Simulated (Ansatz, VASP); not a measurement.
## NaSc2: VASP beside Ansatz

```
Na Sc
1.0
     4.48407    0.00000    0.00000
    -2.24204    3.88332    0.00000
     0.00000    0.00000    3.15394
Na Sc
1 2
Direct
  0.00000 0.00000 0.00000
  0.33333 0.66667 0.50000
  0.66667 0.33333 0.50000
```

Alike in both runs: task relaxation of cell and atoms; functional PBE; k mesh 6 × 6 × 6; occupations gaussian, width 0.1 eV; no spin polarisation.

|  | VASP | Ansatz |
| --- | --- | --- |
| version | VASP 6.6.1 | Ansatz 0.2.0 |
| potentials or method | VASP PAW PBE potentials, release 64 (Na_pv, Sc_sv), cutoff 600 eV | scalar-relativistic, plane waves, PAW |
| valence electrons in the cell | 29 | 31 |

VASP gave:

| Property | Result |
| --- | --- |
| gap on the k mesh at the Fermi level, each at its own relaxed structure (eV) | none |
| relaxed volume (Å³/atom) | 26.96 |
| relaxed length of the cell vector where the two differ most in proportion (Å) | 3.022 |

Task: What did Ansatz give for the same quantities?

Result: gap on the k mesh at the Fermi level, each at its own relaxed structure (eV): none; relaxed volume (Å³/atom): 27.04; relaxed length of the cell vector where the two differ most in proportion (Å): 3.005.

A gap of «none» marks a metal or a gap that the smearing closes. VASP's potentials hold 29 valence electrons a cell and Ansatz's 31, so a difference there can come from the potentials and not from the codes.

Noted on VASP's run: the volume moved by over 15 % at a fixed basis, so the end points are rough.
